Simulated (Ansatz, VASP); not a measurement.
# C in VASP and in Ansatz

File INCAR:

```
SYSTEM = C
ALGO     = Normal         ! electronic algorithm
EDIFF    = 1E-8           ! SCF threshold, eV
ENCUT    = 520            ! plane-wave cutoff, eV
GGA      = PE             ! functional
ISIF     = 2              ! what is computed and relaxed
ISMEAR   = -1             ! smearing method
LASPH    = .True.         ! aspherical terms in the spheres
LCHARG   = .False.        ! write CHGCAR
LEFG     = .True.       
LREAL    = .False.        ! projectors in reciprocal space
LWAVE    = .False.        ! write WAVECAR
NBANDS   = 11             ! bands
NELM     = 100            ! most SCF steps
PREC     = Accurate       ! precision mode
SIGMA    = 0.03           ! smearing width, eV
```

File KPOINTS:

```
k-points
0
Gamma
  8 8 8
  0 0 0
```

Contents of POSCAR:

```
C
1.0
    1.2280263465      0.7090013417      3.3470108394
   -1.2280263465      0.7090013417      3.3470108394
    0.0000000000     -1.4180026834      3.3470108394
C
2
Direct
    0.1640000000      0.1640000000      0.1640000000
    0.8360000000      0.8360000000      0.8360000000
```

Input for Ansatz:

```yaml
crystal:
  lattice:
    - [1.2280263465, 0.7090013417, 3.3470108394]
    - [-1.2280263465, 0.7090013417, 3.3470108394]
    - [0.0, -1.4180026834, 3.3470108394]
  atoms:
    - { symbol: C, position: [0.164, 0.164, 0.164] }
    - { symbol: C, position: [0.836, 0.836, 0.836] }
kpoints:
  mp_grid: { grid: [8, 8, 8] }
scf:
  occupations: { method: fermi_dirac, width: 0.03 }
hamiltonian:
  xc: pbe
  pseudopotentials: { kind: paw }
output:
  forces: true
  stress: true
  eigenvalues: true
  efg: { contact_densities: true }
```

Alike in both runs: task electric field gradients; functional PBE; k mesh 8 × 8 × 8; occupations fermi-dirac, width 0.03 eV; no spin polarisation.

```csv
,VASP,Ansatz
version,VASP 6.6.1,Ansatz 0.2.0
potentials or method,"VASP PAW PBE potentials, release 64 (C)","PAW with Ansatz's default frozen-core files, scalar-relativistic"
plane-wave cutoff (eV),520,420
valence electrons in the cell,8,8
```

|  | VASP | Ansatz | Ansatz less VASP |
| --- | --- | --- | --- |
| gap on the k mesh at the Fermi level (eV) | 1.42 | 1.42 | +0.002 |
| pressure (GPa) | 4.8 | 4.3 | -0.46 |
| traceless stress, the component that is largest in VASP (GPa) | -1.85 | -1.32 | +0.531 |
| rms of the force components (eV/Å) | 0.503 | 0.505 | +0.0017 |
| size of Vzz on the site where it differs most (V/Å²) | 31.3 | 23.8 | -7.47 |

Atom by atom the forces differ by 0.002 eV/Å (rms over components).
